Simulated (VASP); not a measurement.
# Re (R-3m) in VASP: further runs

Re is run at these levels: PBEsol; tasks: electric field gradients.

Everything below comes from runs of VASP 6.6.1. Logs are shortened: lines on timing, memory, paths and dates and some standing lists are left out, and cuts for length are marked.

## (1) The cell of the first run

It takes space group R-3m (No. 166, trigonal). The conventional cell has a = 2.749 Å, b = 2.749 Å, c = 19.961 Å, α = 90.00°, β = 90.00°, γ = 120.00°. Within 3.6 Å of Re (site symmetry -3m) lie 12 Re at 2.73 to 2.75 Å. Within 3.6 Å of Re (site symmetry 3m) lie 12 Re at 2.73 to 2.75 Å.

## (2) Electric field gradients, PBEsol (14.52 Å³/atom)

Contents of INCAR:

```
ALGO = Normal ; EDIFF = 1E-8
ENCUT = 520 ; GGA = PS
ISIF = 2 ; ISMEAR = -1
LASPH = True ; LCHARG = False
LEFG = True ; LREAL = False
LWAVE = False ; NBANDS = 18
NELM = 80 ; PREC = Accurate
SIGMA = 0.05
```

Contents of KPOINTS:

```
k-points
0
Gamma
  15 15 15
```

Contents of POSCAR:

```
Re
1.0
    1.3746347977      0.7936457705      6.6536496326
   -1.3746347977      0.7936457705      6.6536496326
    0.0000000000     -1.5872915410      6.6536496326
Re
3
Direct
    0.0000000000      0.0000000000      0.0000000000
    0.2221738800      0.2221738800      0.2221738800
    0.7778261200      0.7778261200      0.7778261200
```

Potentials or basis: VASP PAW PBE potentials, release 64 (Re).

On the command line:

```bash
cat potpaw_PBE.64/Re/POTCAR > POTCAR
mpirun -np 1 vasp_std > vasp.out
```

OUTCAR:

```text
EDIFF = 1E-8
   ENCUT = 520
   GGA = PS
   ISIF = 2
   ISMEAR = -1
   LASPH = True
   LREAL = False
   NELM = 80
   PREC = Accurate

 ion  position               nearest neighbor table
   1  0.000  0.000  0.000-   3 2.73   3 2.73   2 2.73   2 2.73   3 2.73   2 2.73
   2  0.222  0.222  0.222-   3 2.73   3 2.73   3 2.73   1 2.73   1 2.73   1 2.73
   3  0.778  0.778  0.778-   2 2.73   2 2.73   2 2.73   1 2.73   1 2.73   1 2.73

  LATTYP: Found a trigonal (rhomboedric) cell.
 ALAT       =     6.8403616768
 COS(alpha) =     0.9192306603

  Lattice vectors:

 A1 = (   1.3746347977,   0.7936457705,   6.6536496326)
 A2 = (  -1.3746347977,   0.7936457705,   6.6536496326)
 A3 = (   0.0000000000,  -1.5872915410,   6.6536496326)

Analysis of symmetry for initial positions (statically):
=====================================================================
 Subroutine PRICEL returns:
 Original cell was already a primitive cell.

 Routine SETGRP: Setting up the symmetry group for a
 trigonal (rhombohedral) supercell.

 Subroutine GETGRP returns: Found 12 space group operations
 (whereof 12 operations were pure point group operations)
 out of a pool of 12 trial point group operations.

The static configuration has the point symmetry D_3d.

Analysis of symmetry for dynamics (positions and initial velocities):
=====================================================================
 Subroutine PRICEL returns:
 Original cell was already a primitive cell.

 Routine SETGRP: Setting up the symmetry group for a
 trigonal (rhombohedral) supercell.

 Subroutine GETGRP returns: Found 12 space group operations
 (whereof 12 operations were pure point group operations)
 out of a pool of 12 trial point group operations.

The dynamic configuration has the point symmetry D_3d.

 Subroutine INISYM returns: Found 12 space group operations
 (whereof 12 operations are pure point group operations),
 and found     1 'primitive' translations

----------------------------------------------------------------------------------------

                                     Primitive cell

  volume of cell :      43.5537

  direct lattice vectors                    reciprocal lattice vectors
     1.374634798  0.793645770  6.653649633     0.363732972  0.210001329  0.050097819
    -1.374634798  0.793645770  6.653649633    -0.363732972  0.210001329  0.050097819
     0.000000000 -1.587291541  6.653649633     0.000000000 -0.420002658  0.050097819

  length of vectors
     6.840361677  6.840361677  6.840361677     0.422979934  0.422979934  0.422979934

  position of ions in fractional coordinates (direct lattice)
     0.000000000  0.000000000  0.000000000
     0.222173880  0.222173880  0.222173880
     0.777826120  0.777826120  0.777826120

  ion indices of the primitive-cell ions
   primitive index   ion index
                 1           1
                 2           2
                 3           3

----------------------------------------------------------------------------------------

 KPOINTS: k-points

Automatic generation of k-mesh.
 Grid dimensions read from file:
 generate k-points for:   15   15   15

 Generating k-lattice:

  Cartesian coordinates                     Fractional coordinates (reciprocal lattice)
     0.024248865  0.014000089  0.003339855     0.066666667 -0.000000000  0.000000000
    -0.024248865  0.014000089  0.003339855    -0.000000000  0.066666667  0.000000000
     0.000000000 -0.028000177  0.003339855     0.000000000  0.000000000  0.066666667

  Length of vectors
     0.028198662  0.028198662  0.028198662

  Shift w.r.t. Gamma in fractional coordinates (k-lattice)
     0.000000000  0.000000000  0.000000000

 Subroutine IBZKPT returns following result:
 ===========================================

 Found    344 irreducible k-points:

 Following reciprocal coordinates:
            Coordinates               Weight
  0.000000  0.000000  0.000000      1.000000
  0.066667 -0.000000  0.000000      6.000000
  0.133333 -0.000000 -0.000000      6.000000
  0.200000 -0.000000  0.000000      6.000000
  0.266667 -0.000000 -0.000000      6.000000
  0.333333 -0.000000  0.000000      6.000000
[... 16 lines left out ...]
  0.133333  0.133333  0.000000      6.000000
  0.200000  0.133333  0.000000     12.000000
 [... further k-points ...]
   k-points           NKPTS =    344   k-points in BZ     NKDIM =    344   number of bands    NBANDS=     18
   number of dos      NEDOS =    301   number of ions     NIONS =      3
   total plane-waves  NPLWV = 157464
   dimension x,y,z NGX =    54 NGY =   54 NGZ =   54
   dimension x,y,z NGXF=   108 NGYF=  108 NGZF=  108
   ions per type =               3
   NGX,Y,Z   is equivalent  to a cutoff of  13.12, 13.12, 13.12 a.u.
   NGXF,Y,Z  is equivalent  to a cutoff of  26.25, 26.25, 26.25 a.u.
 SYSTEM =  unknown system
   PREC   = accura    normal or accurate (medium, high low for compatibility)
   ISTART =      0    job   : 0-new  1-cont  2-samecut
   ICHARG =      2    charge: 1-file 2-atom 10-const
   ISPIN  =      1    spin polarized calculation?
   LNONCOLLINEAR =      F non collinear calculations
   LSORBIT =      F    spin-orbit coupling
   LASPH  =      T    aspherical Exc in radial PAW
   ENCUT  =  520.0 eV  38.22 Ry    6.18 a.u.  12.72 12.72 12.72*2*pi/ulx,y,z
   NELM   =     80;   NELMIN=  2; NELMDL= -5     # of ELM steps
   EDIFF  = 0.1E-07   stopping-criterion for ELM
   LREAL  =      F    real-space projection
   EDIFFG = 0.1E-06   stopping-criterion for IOM
   NSW    =      0    number of steps for IOM
   IBRION =     -1    ionic relax: 0-MD 1-quasi-New 2-CG
   NFREE  =      0    steps in history (QN), initial steepest desc. (CG)
   ISIF   =      2    stress and relaxation
   ISYM   =      2    0-nonsym 1-usesym 2-fastsym
   POTIM  = 0.5000    time-step for ionic-motion
   TEBEG  =    0.0;   TEEND  =   0.0 temperature during run
   PSTRESS=    0.0 pullay stress
   NELECT =      21.0000    total number of electrons
   NUPDOWN=      -1.0000    fix difference up-down
   EMIN   =  10.00;   EMAX   =-10.00  energy-range for DOS
   EFERMI =   0.00;   METHOD = LEGACY
   ISMEAR =    -1;   SIGMA  =   0.05  broadening in eV -4-tet -1-fermi 0-gaus
   EFERMI_NEDOS =   21; number of points for ismear=-14 and -15
   IALGO  =     38    algorithm
   IMIX   =      4    mixing-type and parameters
     AMIX     =   0.40;   BMIX     =  1.00
     AMIX_MAG =   1.60;   BMIX_MAG =  1.00
  volume/ion in A,a.u.               =      14.52        97.97
  Fermi-wavevector in a.u.,A,eV,Ry     =   1.283728  2.425893 22.421808  1.647956
  Thomas-Fermi vector in A             =   2.415963
   LORBIT       =      0    0 simple, 1 ext, 2 COOP (PROOUT), +10 PAW based schemes
   GGA     = PS    functional components
   LHFCALC =     F    Hartree Fock is set to
   AEXX    =    0.0000 exact exchange contribution
   IVDW    =     0    specifies the selected vdW correction
   LEPSILON=     F    determine dielectric tensor
   LRPA    =     F    only Hartree local field effects (RPA)
 non-spin polarized calculation
  energy-cutoff  :      520.00
  volume of cell :       43.55
 maximum number of plane-waves:      1184
 NGX is ok and might be reduce to    54
   NGX = 25   NGY = 25   NGZ = 25

 number of electron      21.0000001 magnetization

 Free energy of the ion-electron system (eV)
  ---------------------------------------------------
  ext. energy  EPLUGINS =         0.00000000
  ---------------------------------------------------
  free energy    TOTEN  =       -40.08198751 eV

  energy without entropy =      -40.06184835  energy(sigma->0) =      -40.07191793

 E-fermi :   7.9731     XC(G=0): -13.8929

 val. band max:        7.9725936857   @ k =   0.1333   0.0667  -0.0000
 cond. band min:       7.9752985040   @ k =  -0.3333   0.3333   0.3333
 fundamental gap:      0.0027048184
 Fermi energy:         7.9731365157

 k-point     1 :       0.0000    0.0000    0.0000
  band No.  band energies     occupation
      1      -2.1073      2.00000
      2       0.9807      2.00000
      3       1.0440      2.00000
      4       5.9624      2.00000
      5       5.9624      2.00000
      6       6.1315      2.00000
[... 10 lines left out ...]
     17      11.2133      0.00000
     18      11.2133      0.00000
[... 466 lines left out ...]
      2       1.8967      2.00000
      3       2.2522      2.00000
      4       4.4196      2.00000
      5       4.6031      2.00000
      6       5.1694      2.00000
[... 10 lines left out ...]
     17      11.8806      0.00000
     18      12.8885      0.00000

 [... further k-points ...]

------------------------ aborting loop because EDIFF is reached ----------------------------------------

  FORCE on cell =-STRESS in cart. coord.  units (eV):
  Direction    XX          YY          ZZ          XY          YZ          ZX
  --------------------------------------------------------------------------------------
  -------------------------------------------------------------------------------------
  Total        0.4198354      0.4198354      0.1375382      0.0000000      0.0000000      0.0000000
  in kB       15.4441647     15.4441647      5.0595125      0.0000000      0.0000000      0.0000000
  external PRESSURE =      11.9826140 kB  Pullay stress =       0.0000000 kB

 VOLUME and BASIS-vectors are now :
 -----------------------------------------------------------------------------
  energy-cutoff  :      520.00
  volume of cell :       43.55
      direct lattice vectors                 reciprocal lattice vectors
     1.374634798  0.793645770  6.653649633     0.363732972  0.210001329  0.050097819
    -1.374634798  0.793645770  6.653649633    -0.363732972  0.210001329  0.050097819
     0.000000000 -1.587291541  6.653649633     0.000000000 -0.420002658  0.050097819

 POSITION                                       TOTAL-FORCE (eV/Angst)
 -----------------------------------------------------------------------------------
      0.00000      0.00000      0.00000         0.000000     -0.000000     -0.000000
      0.00000      0.00000      4.43480         0.000000     -0.000000     -0.032207
      0.00000      0.00000     15.52615         0.000000      0.000000      0.032207
 -----------------------------------------------------------------------------------
    total drift:                                0.000000     -0.000000     -0.000000

  FREE ENERGIE OF THE ION-ELECTRON SYSTEM (eV)
  ---------------------------------------------------
  free  energy   TOTEN  =       -40.0819875095 eV

  energy  without entropy=      -40.0618483479  energy(sigma->0) =      -40.07191793

 Electric field gradients (V/A^2)
---------------------------------------------------------------------
 ion       V_xx      V_yy      V_zz      V_xy      V_xz      V_yz
---------------------------------------------------------------------
   1      41.475    41.475   -82.949     0.000     0.000     0.000
   2      18.017    18.017   -36.035     0.000    -0.000    -0.000
   3      18.017    18.017   -36.035     0.000     0.000    -0.000
---------------------------------------------------------------------

 Electric field gradients after diagonalization (V/A^2)
 (convention: |V_zz| > |V_xx| > |V_yy|)
----------------------------------------------------------------------
 ion       V_xx      V_yy      V_zz     asymmetry (V_yy - V_xx)/ V_zz
----------------------------------------------------------------------
   1      41.475    41.475   -82.949       0.000
   2      18.017    18.017   -36.035       0.000
   3      18.017    18.017   -36.035       0.000
----------------------------------------------------------------------

           NMR quadrupolar parameters

 Cq : quadrupolar parameter    Cq=e*Q*V_zz/h
 eta: asymmetry parameters     (V_yy - V_xx)/ V_zz
 Q  : nuclear electric quadrupole moment in mb (millibarn)
----------------------------------------------------------------------
 ion       Cq(MHz)       eta       Q (mb)
----------------------------------------------------------------------
   1      -0.201       0.000       1.000
   2      -0.087       0.000       1.000
   3      -0.087       0.000       1.000
----------------------------------------------------------------------
```

Wall time 23 min (1 thread of Intel Xeon 6975P-C (Granite Rapids), shared host); peak memory 0.53 GiB.

What came out:

- Free energy: -40.0820 eV
- Pressure: 1.2 GPa
- Largest force: 0.032 eV/Å
- Band gap on the k mesh: zero (an odd number of electrons rules out a gap without spin polarisation)
- Largest electric field gradient by atom: Re -82.9, -36.0 (each value once) V/Å²

Forces on the atoms (eV/Å):
```
Re   0.000  0.000  0.000
Re   0.000  0.000 -0.032
Re   0.000  0.000  0.032
```

Electric field gradients, principal values (V/Å²):
| atom | least | middle | greatest (by size) |
| --- | --- | --- | --- |
| 1 Re | 41.475 | 41.475 | -82.949 |
| 2 Re | 18.017 | 18.017 | -36.035 |
| 3 Re | 18.017 | 18.017 | -36.035 |

Caveat: without QUAD_EFG the Cq values of the log hold for a quadrupole moment of 1 mb, not for the nuclei; the PAW data sets were made with another functional, which shifts forces and pressure a little; spin-orbit coupling is left out, which moves the levels of the heavy elements.

(Continued in part 2 of 2.)
